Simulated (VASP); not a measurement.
A run of VASP 6.6.1 is set up as follows.

The input INCAR:

```
SYSTEM = CoSi2
  PREC = Accurate
  ENCUT = 600
  EDIFF = 1E-7
  ISMEAR = -1
  SIGMA = 0.08
  LREAL = .FALSE.
  LASPH = .TRUE.
  NELM = 60
  ALGO = Normal
  ISIF = 3
  LWAVE = .FALSE.
  LCHARG = .FALSE.
  GGA = PE
  IBRION = 2
  NSW = 60
  EDIFFG = -0.005
```

KPOINTS

```
Automatic mesh
0
G
  10 10 8
  0 0 0
```

The input POSCAR:

```
CoSi2
1.0
    4.1378098093      0.0000000000      0.0000000000
   -2.0689049047      3.5834484109      0.0000000000
    0.0000000000      0.0000000000      4.5515907902
Co Si
1 2
Direct
    0.0000000000      0.0000000000      0.0000000000
    0.3333333333      0.6666666667      0.5000000000
    0.6666666667      0.3333333333      0.5000000000
```

Potentials or basis: VASP PAW PBE potentials, release 64 (Co, Si).

The run is started by

```sh
$ cat potpaw_PBE.64/Co/POTCAR potpaw_PBE.64/Si/POTCAR > POTCAR
$ mpirun -np 1 vasp_std > vasp.out
```

Question: Predict the relaxed cell.

Answer: a = 4.153 Å, b = 4.153 Å, c = 2.516 Å, α = 90.00°, β = 90.00°, γ = 120.00°.

Question: Predict the relaxed volume.

Answer: 12.53 Å³/atom.

Question: Predict the space group after relaxing (to 0.05 Å).

Answer: P6/mmm (No. 191).

Step by step:
```tsv
step	energy change (eV)	largest force (eV/Å)	pressure (GPa)	volume (Å³)
1	0.0000	0.0000	-15.10	67.49
2	-1.2536	0.0000	0.29	48.82
3	-1.2544	0.0000	0.75	48.56
4	-2.0761	0.0000	3.33	42.47
5	4.5753	0.0000	212.51	24.23
6	-2.2125	0.0000	4.62	41.23
7	-2.7047	0.0000	29.15	32.94
8	-3.0533	0.0000	20.96	33.64
9	-3.0509	0.0000	20.12	33.87
10	-3.0644	0.0000	20.21	33.80
11	-3.2568	0.0000	6.86	36.04
12	-3.2845	0.0000	-0.88	37.82
13	-3.2861	0.0000	0.37	37.49
14	-3.2860	0.0000	0.69	37.41
15	-3.2873	0.0000	0.51	37.46
16	-3.2888	0.0000	0.08	37.58
17	-3.2888	0.0000	0.09	37.58
18	-3.2888	0.0000	0.10	37.57
19	-3.2888	0.0000	0.01	37.60
```

Caveat: the volume moved by over 15 % at a fixed basis, so the end points are rough. Spin polarisation is off, so any magnetic state and its effect on volume and gap are missing.
